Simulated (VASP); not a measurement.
# ZnS (P6_3mc) in VASP: single point with PBE

Aim: the single point of ZnS with PBE.

Everything below comes from runs of VASP 6.6.1. Logs are shortened: lines on timing, memory, paths and dates and some standing lists are left out, and cuts for length are marked.

## Step 1: The cell of the first run

Symmetry: P6_3mc, No. 186, hexagonal system. The conventional cell has a = 3.811 Å, b = 3.811 Å, c = 6.234 Å, α = 90.00°, β = 90.00°, γ = 120.00°. Zn (site symmetry 3m) has 4 S at 2.31 to 2.40 Å within 3.1 Å. S (site symmetry 3m) has 4 Zn at 2.31 to 2.40 Å within 3.1 Å.

## Step 2: Single point, PBE

Contents of INCAR:

```
SYSTEM = ZnS
ALGO = Normal
EDIFF = 1E-7
ENCUT = 520
GGA = PE
ISIF = 2
ISMEAR = 0
ISYM = 0
LASPH = .True.
LCHARG = .False.
LREAL = Auto
LWAVE = .False.
NBANDS = 86
NELM = 100
PREC = Accurate
SIGMA = 0.1
```

Contents of KPOINTS:

```
Automatic mesh
0
Gamma
  2 2 2
  0.5 0.5 0.5
```

Contents of POSCAR:

```
ZnS
1.0
   -1.9054993908      3.3004217586     -6.2340000000
   -1.9054993908      3.3004217586      6.2340000000
    7.6219975631      0.0000000000      0.0000000000
Zn S
8 8
Direct
    0.3333333333      0.3333333333      0.1666666667
    0.8333333333      0.8333333333      0.1666666667
    0.3333333333      0.3333333333      0.6666666667
    0.8333333333      0.8333333333      0.6666666667
    0.9166666667      0.4166666667      0.3333333333
    0.4166666667      0.9166666667      0.3333333333
    0.9166666667      0.4166666667      0.8333333333
    0.4166666667      0.9166666667      0.8333333333
    0.1408333333      0.5258333333      0.1666666667
    0.6408333333      0.0258333333      0.1666666667
    0.1408333333      0.5258333333      0.6666666667
    0.6408333333      0.0258333333      0.6666666667
    0.7241666667      0.6091666667      0.3333333333
    0.2241666667      0.1091666667      0.3333333333
    0.7241666667      0.6091666667      0.8333333333
    0.2241666667      0.1091666667      0.8333333333
```

Potentials or basis: VASP PAW PBE potentials, release 64 (Zn, S).

Launch:

```
cat potpaw_PBE.64/Zn/POTCAR potpaw_PBE.64/S/POTCAR > POTCAR
mpirun -np 1 vasp_std > vasp.out
```

OUTCAR:

```text
SYSTEM = ZnS
   EDIFF = 1E-7
   ENCUT = 520
   GGA = PE
   ISIF = 2
   ISMEAR = 0
   ISYM = 0
   LASPH = .True.
   LREAL = Auto
   NELM = 100
   PREC = Accurate

 ion  position               nearest neighbor table
   1  0.333  0.333  0.167-  14 2.31  16 2.31  13 2.31   9 2.40
   2  0.833  0.833  0.167-  13 2.31  15 2.31  14 2.31  10 2.40
   3  0.333  0.333  0.667-  16 2.31  14 2.31  15 2.31  11 2.40
   4  0.833  0.833  0.667-  15 2.31  13 2.31  16 2.31  12 2.40
   5  0.917  0.417  0.333-   9 2.31  11 2.31  10 2.31  13 2.40
   6  0.417  0.917  0.333-  10 2.31  12 2.31   9 2.31  14 2.40
[... 8 lines left out ...]
  15  0.724  0.609  0.833-   4 2.31   2 2.31   3 2.31   7 2.40
  16  0.224  0.109  0.833-   3 2.31   1 2.31   4 2.31   8 2.40

IMPORTANT INFORMATION: All symmetrisations will be switched off!
NOSYMM: (Re-)initialisation of all symmetry stuff for point group C_1.

----------------------------------------------------------------------------------------

                                     Primitive cell

  volume of cell :     313.6426

  direct lattice vectors                    reciprocal lattice vectors
    -1.905499391  3.300421759 -6.234000000     0.000000000  0.151495789 -0.080205326
    -1.905499391  3.300421759  6.234000000     0.000000000  0.151495789  0.080205326
     7.621997563  0.000000000  0.000000000     0.131199202  0.075747895  0.000000000

  length of vectors
     7.306604390  7.306604390  7.621997563     0.171417235  0.171417235  0.151495789

  position of ions in fractional coordinates (direct lattice)
     0.333333333  0.333333333  0.166666667
     0.833333333  0.833333333  0.166666667
     0.333333333  0.333333333  0.666666667
     0.833333333  0.833333333  0.666666667
     0.916666667  0.416666667  0.333333333
     0.416666667  0.916666667  0.333333333
[... 8 lines left out ...]
     0.724166667  0.609166667  0.833333333
     0.224166667  0.109166667  0.833333333

  ion indices of the primitive-cell ions
   primitive index   ion index
                 1           1
                 2           2
                 3           3
                 4           4
                 5           5
                 6           6
[... 8 lines left out ...]
                15          15
                16          16

----------------------------------------------------------------------------------------

 KPOINTS: Automatic mesh

Automatic generation of k-mesh.
 Grid dimensions read from file:
 generate k-points for:    2    2    2

 Generating k-lattice:

  Cartesian coordinates                     Fractional coordinates (reciprocal lattice)
     0.000000000  0.075747895 -0.040102663     0.500000000  0.000000000  0.000000000
     0.000000000  0.075747895  0.040102663     0.000000000  0.500000000  0.000000000
     0.065599601  0.037873947  0.000000000     0.000000000  0.000000000  0.500000000

  Length of vectors
     0.085708618  0.085708618  0.075747895

  Shift w.r.t. Gamma in fractional coordinates (k-lattice)
     0.500000000  0.500000000  0.500000000

 Subroutine IBZKPT returns following result:
 ===========================================

 Found      4 irreducible k-points:

 Following reciprocal coordinates:
            Coordinates               Weight
  0.250000  0.250000  0.250000      2.000000
 -0.250000  0.250000  0.250000      2.000000
 -0.250000  0.250000 -0.250000      2.000000
 -0.250000 -0.250000  0.250000      2.000000
   k-points           NKPTS =      4   k-points in BZ     NKDIM =      4   number of bands    NBANDS=     86
   number of dos      NEDOS =    301   number of ions     NIONS =     16
   total plane-waves  NPLWV = 174960
   dimension x,y,z NGX =    54 NGY =   54 NGZ =   60
   dimension x,y,z NGXF=   108 NGYF=  108 NGZF=  120
   ions per type =               8   8
   NGX,Y,Z   is equivalent  to a cutoff of  12.29, 12.29, 13.09 a.u.
   NGXF,Y,Z  is equivalent  to a cutoff of  24.57, 24.57, 26.17 a.u.
 SYSTEM =  ZnS
   PREC   = accura    normal or accurate (medium, high low for compatibility)
   ISTART =      0    job   : 0-new  1-cont  2-samecut
   ICHARG =      2    charge: 1-file 2-atom 10-const
   ISPIN  =      1    spin polarized calculation?
   LNONCOLLINEAR =      F non collinear calculations
   LSORBIT =      F    spin-orbit coupling
   LASPH  =      T    aspherical Exc in radial PAW
   ENCUT  =  520.0 eV  38.22 Ry    6.18 a.u.  13.59 13.59 14.17*2*pi/ulx,y,z
   NELM   =    100;   NELMIN=  2; NELMDL= -5     # of ELM steps
   EDIFF  = 0.1E-06   stopping-criterion for ELM
   LREAL  =      T    real-space projection
   EDIFFG = 0.1E-05   stopping-criterion for IOM
   NSW    =      0    number of steps for IOM
   IBRION =     -1    ionic relax: 0-MD 1-quasi-New 2-CG
   NFREE  =      0    steps in history (QN), initial steepest desc. (CG)
   ISIF   =      2    stress and relaxation
   ISYM   =      0    0-nonsym 1-usesym 2-fastsym
   POTIM  = 0.5000    time-step for ionic-motion
   TEBEG  =    0.0;   TEEND  =   0.0 temperature during run
   PSTRESS=    0.0 pullay stress
   NELECT =     144.0000    total number of electrons
   NUPDOWN=      -1.0000    fix difference up-down
   EMIN   =  10.00;   EMAX   =-10.00  energy-range for DOS
   EFERMI =   0.00;   METHOD = LEGACY
   ISMEAR =     0;   SIGMA  =   0.10  broadening in eV -4-tet -1-fermi 0-gaus
   EFERMI_NEDOS =   21; number of points for ismear=-14 and -15
   IALGO  =     38    algorithm
   IMIX   =      4    mixing-type and parameters
     AMIX     =   0.40;   BMIX     =  1.00
     AMIX_MAG =   1.60;   BMIX_MAG =  1.00
  volume/ion in A,a.u.               =      19.60       132.29
  Fermi-wavevector in a.u.,A,eV,Ry     =   1.262944  2.386617 21.701656  1.595027
  Thomas-Fermi vector in A             =   2.396326
   LORBIT       =      0    0 simple, 1 ext, 2 COOP (PROOUT), +10 PAW based schemes
   GGA     = PE    functional components
   LHFCALC =     F    Hartree Fock is set to
   AEXX    =    0.0000 exact exchange contribution
   IVDW    =     0    specifies the selected vdW correction
   LEPSILON=     F    determine dielectric tensor
   LRPA    =     F    only Hartree local field effects (RPA)
 non-spin polarized calculation
 Gauss-broadening in eV      SIGMA  =   0.10
  energy-cutoff  :      520.00
  volume of cell :      313.64
 maximum number of plane-waves:      8448
 NGX is ok and might be reduce to    54
   NGX = 27   NGY = 27   NGZ = 29

 number of electron     143.9999999 magnetization

 Free energy of the ion-electron system (eV)
  ---------------------------------------------------
  ext. energy  EPLUGINS =         0.00000000
  ---------------------------------------------------
  free energy    TOTEN  =       -54.71737340 eV

  energy without entropy =      -54.71737340  energy(sigma->0) =      -54.71737340

 E-fermi :   2.3074     XC(G=0):  -9.6537

 val. band max:        1.8471229838   @ k =  -0.2500   0.2500  -0.2500
 cond. band min:       5.7200588203   @ k =  -0.2500   0.2500  -0.2500
 fundamental gap:      3.8729358366
 Fermi energy:         2.3074176376

 k-point     1 :       0.2500    0.2500    0.2500
  band No.  band energies     occupation
      1     -10.4114      2.00000
      2     -10.4114      2.00000
      3     -10.3675      2.00000
      4     -10.3675      2.00000
      5      -9.8584      2.00000
      6      -9.8584      2.00000
[... 76 lines left out ...]
     83       7.8590      0.00000
     84       7.8590      0.00000

 k-point     2 :      -0.2500    0.2500    0.2500
  band No.  band energies     occupation
      1     -10.8186      2.00000
      2     -10.2222      2.00000
      3     -10.2012      2.00000
      4     -10.0590      2.00000
      5     -10.0590      2.00000
      6      -9.8686      2.00000
[... 76 lines left out ...]
     83       7.9909      0.00000
     84       8.0060      0.00000

 k-point     3 :      -0.2500    0.2500   -0.2500
  band No.  band energies     occupation
      1     -10.8186      2.00000
      2     -10.2222      2.00000
      3     -10.2012      2.00000
      4     -10.0590      2.00000
      5     -10.0590      2.00000
      6      -9.8686      2.00000
[... 76 lines left out ...]
     83       7.9909      0.00000
     84       8.0060      0.00000

 k-point     4 :      -0.2500   -0.2500    0.2500
  band No.  band energies     occupation
      1     -10.7354      2.00000
      2     -10.1237      2.00000
      3     -10.1237      2.00000
      4     -10.1237      2.00000
      5     -10.1237      2.00000
      6      -9.9524      2.00000
[... 76 lines left out ...]
     83       7.9546      0.00000
     84       7.9546      0.00000
 [bands above 84 left out]

------------------------ aborting loop because EDIFF is reached ----------------------------------------

  FORCE on cell =-STRESS in cart. coord.  units (eV):
  Direction    XX          YY          ZZ          XY          YZ          ZX
  --------------------------------------------------------------------------------------
  -------------------------------------------------------------------------------------
  Total        5.7013241      6.3200679      2.1944001     -0.5269165     -0.0004218      0.0004316
  in kB       29.1240167     32.2847393     11.2096322     -2.6916424     -0.0021546      0.0022050
  external PRESSURE =      24.2061294 kB  Pullay stress =       0.0000000 kB

 VOLUME and BASIS-vectors are now :
 -----------------------------------------------------------------------------
  energy-cutoff  :      520.00
  volume of cell :      313.64
      direct lattice vectors                 reciprocal lattice vectors
    -1.905499391  3.300421759 -6.234000000     0.000000000  0.151495789 -0.080205326
    -1.905499391  3.300421759  6.234000000     0.000000000  0.151495789  0.080205326
     7.621997563  0.000000000  0.000000000     0.131199202  0.075747895  0.000000000

 POSITION                                       TOTAL-FORCE (eV/Angst)
 -----------------------------------------------------------------------------------
      0.00000      2.20028      0.00000        -0.010857     -0.006531      0.319961
     -1.90550      5.50070      0.00000        -0.010860     -0.006513      0.319968
      3.81100      2.20028      0.00000        -0.010851     -0.006522      0.319973
      1.90550      5.50070      0.00000        -0.010850     -0.006508      0.319974
     -0.00000      4.40056     -3.11700         0.010936      0.006395      0.320054
     -0.00000      4.40056      3.11700         0.010943      0.006376      0.320059
[... 8 lines left out ...]
      3.81100      4.40056     -0.71691        -0.010212     -0.005829     -0.320680
      5.71650      1.10014     -0.71691        -0.010195     -0.005799     -0.320637
 -----------------------------------------------------------------------------------
    total drift:                               -0.000077      0.000679     -0.012462

  FREE ENERGIE OF THE ION-ELECTRON SYSTEM (eV)
  ---------------------------------------------------
  free  energy   TOTEN  =       -54.7173734020 eV

  energy  without entropy=      -54.7173734020  energy(sigma->0) =      -54.71737340
```

Run time: 10 min. Hardware: 1 thread of AMD EPYC 7R13, shared host; peak memory 0.4 GiB.

What came out:

```
Free energy            : -54.7174 eV
Pressure               : 2.4 GPa
Largest force          : 0.321 eV/Å
Band gap on the k mesh : 3.87 eV
```

Forces on the atoms (eV/Å):
```
Zn  -0.011 -0.007  0.320
Zn  -0.011 -0.007  0.320
Zn  -0.011 -0.007  0.320
Zn  -0.011 -0.007  0.320
Zn   0.011  0.006  0.320
Zn   0.011  0.006  0.320
Zn   0.011  0.006  0.320
Zn   0.011  0.006  0.320
S    0.010  0.006 -0.319
S    0.010  0.006 -0.319
S    0.010  0.006 -0.319
S    0.010  0.006 -0.319
S   -0.010 -0.006 -0.321
S   -0.010 -0.006 -0.321
S   -0.010 -0.006 -0.321
S   -0.010 -0.006 -0.321
```

Levels at points of the mesh, in eV from the valence-band top:
```csv
k point,band 69,band 70,band 71,band 72,band 73,band 74,band 75,band 76
"(0.25, 0.25, 0.25)",-0.73,-0.73,-0.58,-0.58,4.79,4.79,4.85,4.85
```

A k mesh can miss the band edges. PBE gaps usually lie below the measured ones, often by a third to a half.
